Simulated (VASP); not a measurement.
# InP2N3 (P6/mmm) in VASP: relaxation of cell and atoms with PBE

Aim: the relaxation of cell and atoms of InP2N3 with PBE.

Everything below comes from runs of VASP 6.6.1. Logs are shortened: lines on timing, memory, paths and dates and some standing lists are left out, and cuts for length are marked.

## 1. The cell of the first run

Symmetry: P6/mmm, No. 191, hexagonal system. The conventional cell has a = 5.330 Å, b = 5.330 Å, c = 2.640 Å, α = 90.00°, β = 90.00°, γ = 120.00°. Within 3.5 Å of In (site symmetry 6/mmm) lie 2 In at 2.64 Å and 12 N at 2.97 Å and 6 P at 3.08 Å. Within 2.7 Å of P (site symmetry -6m2) lie 6 N at 2.03 Å and 2 P at 2.64 Å. N (site symmetry mmm) has 4 P at 2.03 Å and 6 N at 2.64 to 2.66 Å within 2.7 Å.

## 2. Relaxation of cell and atoms, PBE

Input file INCAR:

```
SYSTEM = InP2N3
ALGO     = Normal         ! electronic algorithm
EDIFF    = 1E-7           ! SCF threshold, eV
EDIFFG   = -0.01          ! ionic threshold
ENCUT    = 600            ! plane-wave cutoff, eV
GGA      = PE             ! functional
IBRION   = 2              ! ionic algorithm
ISIF     = 3              ! what is computed and relaxed
ISMEAR   = 0              ! smearing method
LASPH    = .True.         ! aspherical terms in the spheres
LCHARG   = .False.        ! write CHGCAR
LREAL    = .False.        ! projectors in reciprocal space
LWAVE    = .False.        ! write WAVECAR
NELM     = 80             ! most SCF steps
NSW      = 100            ! ionic steps
PREC     = Accurate       ! precision mode
SIGMA    = 0.1            ! smearing width, eV
```

Input file KPOINTS:

```
k-points
0
Gamma
  12 12 14
  0 0 0
```

Input file POSCAR:

```
InP2N3
1.0
    5.3295860678      0.0000000000      0.0000000000
   -2.6647930339      4.6155569264      0.0000000000
    0.0000000000      0.0000000000      2.6404130302
In P N
1 2 3
Direct
    0.0000000000      0.0000000000      0.0000000000
    0.3333333333      0.6666666667      0.0000000000
    0.6666666667      0.3333333333      0.0000000000
    0.5000000000      0.0000000000      0.5000000000
    0.5000000000      0.5000000000      0.5000000000
    0.0000000000      0.5000000000      0.5000000000
```

Potentials or basis: VASP PAW PBE potentials, release 64 (In_d, P, N).

Launch:

```sh
$ cat potpaw_PBE.64/In_d/POTCAR potpaw_PBE.64/P/POTCAR potpaw_PBE.64/N/POTCAR > POTCAR
$ mpirun -np 1 vasp_std > vasp.out
```

OUTCAR:

```text
SYSTEM = InP2N3
   EDIFF = 1E-7
   EDIFFG = -0.01
   ENCUT = 600
   GGA = PE
   IBRION = 2
   ISIF = 3
   ISMEAR = 0
   LASPH = .True.
   LREAL = .False.
   NELM = 80
   NSW = 100
   PREC = Accurate

 ion  position               nearest neighbor table
   1  0.000  0.000  0.000-   2 3.08   3 3.08   3 3.08   2 3.08   3 3.08   2 3.08
   2  0.333  0.667  0.000-   6 2.03   6 2.03   4 2.03   4 2.03   5 2.03   5 2.03   1 3.08   1 3.08
                             1 3.08
   3  0.667  0.333  0.000-   6 2.03   6 2.03   4 2.03   4 2.03   5 2.03   5 2.03   1 3.08   1 3.08
                             1 3.08
   4  0.500  0.000  0.500-   2 2.03   3 2.03   2 2.03   3 2.03
   5  0.500  0.500  0.500-   2 2.03   3 2.03   2 2.03   3 2.03
   6  0.000  0.500  0.500-   2 2.03   3 2.03   2 2.03   3 2.03

  LATTYP: Found a hexagonal cell.
 ALAT       =     5.3295860678
 C/A-ratio  =     0.4954255352

  Lattice vectors:

 A1 = (   5.3295860678,   0.0000000000,   0.0000000000)
 A2 = (  -2.6647930339,   4.6155569264,   0.0000000000)
 A3 = (   0.0000000000,   0.0000000000,   2.6404130302)

Analysis of symmetry for initial positions (statically):
=====================================================================
 Subroutine PRICEL returns:
 Original cell was already a primitive cell.

 Routine SETGRP: Setting up the symmetry group for a
 hexagonal supercell.

 Subroutine GETGRP returns: Found 24 space group operations
 (whereof 24 operations were pure point group operations)
 out of a pool of 24 trial point group operations.

The static configuration has the point symmetry D_6h.

Analysis of symmetry for dynamics (positions and initial velocities):
=====================================================================
 Subroutine PRICEL returns:
 Original cell was already a primitive cell.

 Routine SETGRP: Setting up the symmetry group for a
 hexagonal supercell.

 Subroutine GETGRP returns: Found 24 space group operations
 (whereof 24 operations were pure point group operations)
 out of a pool of 24 trial point group operations.

The dynamic configuration has the point symmetry D_6h.

 Subroutine INISYM returns: Found 24 space group operations
 (whereof 24 operations are pure point group operations),
 and found     1 'primitive' translations

----------------------------------------------------------------------------------------

                                     Primitive cell

  volume of cell :      64.9515

  direct lattice vectors                    reciprocal lattice vectors
     5.329586068  0.000000000  0.000000000     0.187631832  0.108329289  0.000000000
    -2.664793034  4.615556926  0.000000000     0.000000000  0.216658578  0.000000000
     0.000000000  0.000000000  2.640413030     0.000000000  0.000000000  0.378728626

  length of vectors
     5.329586068  5.329586068  2.640413030     0.216658578  0.216658578  0.378728626

  position of ions in fractional coordinates (direct lattice)
     0.000000000  0.000000000  0.000000000
     0.333333333  0.666666667  0.000000000
     0.666666667  0.333333333  0.000000000
     0.500000000  0.000000000  0.500000000
     0.500000000  0.500000000  0.500000000
     0.000000000  0.500000000  0.500000000

  ion indices of the primitive-cell ions
   primitive index   ion index
                 1           1
                 2           2
                 3           3
                 4           4
                 5           5
                 6           6

----------------------------------------------------------------------------------------

 KPOINTS: k-points

Automatic generation of k-mesh.
 Grid dimensions read from file:
 generate k-points for:   12   12   14

 Generating k-lattice:

  Cartesian coordinates                     Fractional coordinates (reciprocal lattice)
     0.015635986  0.009027441  0.000000000     0.083333333  0.000000000  0.000000000
     0.000000000  0.018054881  0.000000000     0.000000000  0.083333333  0.000000000
     0.000000000  0.000000000  0.027052045     0.000000000  0.000000000  0.071428571

  Length of vectors
     0.018054881  0.018054881  0.027052045

  Shift w.r.t. Gamma in fractional coordinates (k-lattice)
     0.000000000  0.000000000  0.000000000

 Subroutine IBZKPT returns following result:
 ===========================================

 Found    152 irreducible k-points:

 Following reciprocal coordinates:
            Coordinates               Weight
  0.000000  0.000000  0.000000      1.000000
  0.083333 -0.000000  0.000000      6.000000
  0.166667 -0.000000  0.000000      6.000000
  0.250000  0.000000  0.000000      6.000000
  0.333333 -0.000000  0.000000      6.000000
  0.416667  0.000000  0.000000      6.000000
[... 16 lines left out ...]
  0.250000  0.000000  0.071429     12.000000
  0.333333 -0.000000  0.071429     12.000000
 [... further k-points ...]
   k-points           NKPTS =    152   k-points in BZ     NKDIM =    152   number of bands    NBANDS=     23
   number of dos      NEDOS =    301   number of ions     NIONS =      6
   total plane-waves  NPLWV =  55296
   dimension x,y,z NGX =    48 NGY =   48 NGZ =   24
   dimension x,y,z NGXF=    96 NGYF=   96 NGZF=   48
   ions per type =               1   2   3
   NGX,Y,Z   is equivalent  to a cutoff of  14.97, 14.97, 15.11 a.u.
   NGXF,Y,Z  is equivalent  to a cutoff of  29.95, 29.95, 30.22 a.u.
 SYSTEM =  InP2N3
   PREC   = accura    normal or accurate (medium, high low for compatibility)
   ISTART =      0    job   : 0-new  1-cont  2-samecut
   ICHARG =      2    charge: 1-file 2-atom 10-const
   ISPIN  =      1    spin polarized calculation?
   LNONCOLLINEAR =      F non collinear calculations
   LSORBIT =      F    spin-orbit coupling
   LASPH  =      T    aspherical Exc in radial PAW
   ENCUT  =  600.0 eV  44.10 Ry    6.64 a.u.  10.64 10.64  5.27*2*pi/ulx,y,z
   NELM   =     80;   NELMIN=  2; NELMDL= -5     # of ELM steps
   EDIFF  = 0.1E-06   stopping-criterion for ELM
   LREAL  =      F    real-space projection
   EDIFFG = -.1E-01   stopping-criterion for IOM
   NSW    =    100    number of steps for IOM
   IBRION =      2    ionic relax: 0-MD 1-quasi-New 2-CG
   NFREE  =      1    steps in history (QN), initial steepest desc. (CG)
   ISIF   =      3    stress and relaxation
   ISYM   =      2    0-nonsym 1-usesym 2-fastsym
   POTIM  = 0.5000    time-step for ionic-motion
   TEBEG  =    0.0;   TEEND  =   0.0 temperature during run
   PSTRESS=    0.0 pullay stress
   NELECT =      38.0000    total number of electrons
   NUPDOWN=      -1.0000    fix difference up-down
   EMIN   =  10.00;   EMAX   =-10.00  energy-range for DOS
   EFERMI =   0.00;   METHOD = LEGACY
   ISMEAR =     0;   SIGMA  =   0.10  broadening in eV -4-tet -1-fermi 0-gaus
   EFERMI_NEDOS =   21; number of points for ismear=-14 and -15
   IALGO  =     38    algorithm
   IMIX   =      4    mixing-type and parameters
     AMIX     =   0.40;   BMIX     =  1.00
     AMIX_MAG =   1.60;   BMIX_MAG =  1.00
  volume/ion in A,a.u.               =      10.83        73.05
  Fermi-wavevector in a.u.,A,eV,Ry     =   1.369219  2.587448 25.507663  1.874760
  Thomas-Fermi vector in A             =   2.495114
   LORBIT       =      0    0 simple, 1 ext, 2 COOP (PROOUT), +10 PAW based schemes
   GGA     = PE    functional components
   LHFCALC =     F    Hartree Fock is set to
   AEXX    =    0.0000 exact exchange contribution
   IVDW    =     0    specifies the selected vdW correction
   LEPSILON=     F    determine dielectric tensor
   LRPA    =     F    only Hartree local field effects (RPA)
 conjugate gradient relaxation of ions
 non-spin polarized calculation
 Gauss-broadening in eV      SIGMA  =   0.10
  energy-cutoff  :      600.00
  volume of cell :       64.95
 maximum number of plane-waves:      2194
 NGX is ok and might be reduce to    48
   NGX = 21   NGY = 21   NGZ = 11

--------------------------------------- Ionic step        1  -------------------------------------------

 number of electron      37.9999997 magnetization

 Free energy of the ion-electron system (eV)
  ---------------------------------------------------
  ext. energy  EPLUGINS =         0.00000000
  ---------------------------------------------------
  free energy    TOTEN  =       -31.94337852 eV

  energy without entropy =      -31.93516449  energy(sigma->0) =      -31.93927150

------------------------ aborting loop because EDIFF is reached ----------------------------------------

  FORCE on cell =-STRESS in cart. coord.  units (eV):
  Direction    XX          YY          ZZ          XY          YZ          ZX
  --------------------------------------------------------------------------------------
  -------------------------------------------------------------------------------------
  Total       -0.0524218     -0.0524218     -0.1057996      0.0000000      0.0000000      0.0000000
  in kB       -1.2931034     -1.2931034     -2.6097875      0.0000000      0.0000000      0.0000000
  external PRESSURE =      -1.7319981 kB  Pullay stress =       0.0000000 kB
[... 65 lines left out ...]
  energy  without entropy=      -31.9351633949  energy(sigma->0) =      -31.93928686

--------------------------------------- Ionic step        3  -------------------------------------------

 number of electron      37.9999996 magnetization

 Free energy of the ion-electron system (eV)
  ---------------------------------------------------
  ext. energy  EPLUGINS =         0.00000000
  ---------------------------------------------------
  free energy    TOTEN  =       -31.94342227 eV

  energy without entropy =      -31.93518603  energy(sigma->0) =      -31.93930415

 E-fermi :   9.9215     XC(G=0): -12.0995

 val. band max:        9.9160432598   @ k =   0.3333   0.0833   0.3571
 cond. band min:       9.9258202270   @ k =   0.2500   0.0833   0.0714
 fundamental gap:      0.0097769672
 Fermi energy:         9.9214580102

 k-point     1 :       0.0000    0.0000    0.0000
  band No.  band energies     occupation
      1      -9.8157      2.00000
      2      -5.9693      2.00000
      3      -5.9693      2.00000
      4      -5.4801      2.00000
      5      -4.4533      2.00000
      6      -4.2787      2.00000
[... 613 lines left out ...]
     22      13.5497      0.00000
     23      13.7368      0.00000

 [... further k-points ...]
[... 5 lines left out ...]
  --------------------------------------------------------------------------------------
  -------------------------------------------------------------------------------------
  Total       -0.0200701     -0.0200701      0.0205467      0.0000000      0.0000000     -0.0000000
  in kB       -0.4956249     -0.4956249      0.5073935      0.0000000      0.0000000     -0.0000000
  external PRESSURE =      -0.1612854 kB  Pullay stress =       0.0000000 kB
[... 21 lines left out ...]
  FREE ENERGIE OF THE ION-ELECTRON SYSTEM (eV)
  ---------------------------------------------------
  free  energy   TOTEN  =       -31.9434222745 eV

  energy  without entropy=      -31.9351860253  energy(sigma->0) =      -31.93930415

 reached required accuracy - stopping structural energy minimisation
```

Run time: 3.8 min. Hardware: 1 thread of Intel Xeon 6975P-C (Granite Rapids), shared host; peak memory 0.44 GiB.

What came out:

```yaml
Free_energy: -31.9434 eV
Relaxed_volume: 10.81 Å³/atom
Relaxed_cell: a = 5.328 Å, b = 5.328 Å, c = 2.639 Å, α = 90.00°, β = 90.00°, γ = 120.00°
Space_group_after_relaxing_to_0.05_Å: P6/mmm (No. 191)
Energy_gained_by_relaxing: 0.0 meV/atom
Ionic_steps: 3
Pressure_after_relaxing: 0.0 GPa
Band_gap_on_the_k_mesh: zero (band 19 reaches 12.12 eV, above the bottom of band 20 at 8.90 eV)
```

Final structure:
```
CELL_PARAMETERS angstrom
5.32811 0.00000 0.00000
-2.66406 4.61428 0.00000
0.00000 0.00000 2.63894
ATOMIC_POSITIONS crystal
In 0.00000 0.00000 0.00000
P 0.33333 0.66667 0.00000
P 0.66667 0.33333 0.00000
N 0.50000 0.00000 0.50000
N 0.50000 0.50000 0.50000
N 0.00000 0.50000 0.50000
```

Levels at points of the mesh, in eV from the Fermi level:
| k point | band 17 | band 18 | band 19 | band 20 | band 21 | band 22 |
| --- | --- | --- | --- | --- | --- | --- |
| (0.00, 0.00, 0.00) | -1.28 | -1.28 | -0.86 | 2.39 | 2.39 | 3.81 |
| (0.50, 0.00, 0.00) | -1.44 | -1.28 | -0.45 | 1.62 | 1.90 | 3.78 |
| (0.00, 0.00, 0.50) | -1.34 | -0.99 | -0.99 | -0.67 | 0.03 | 0.59 |
| (0.50, 0.00, 0.50) | -1.99 | -1.98 | -0.50 | -0.49 | 0.56 | 1.46 |

Caveat: spin-orbit coupling is left out, which moves the levels of the heavy elements.
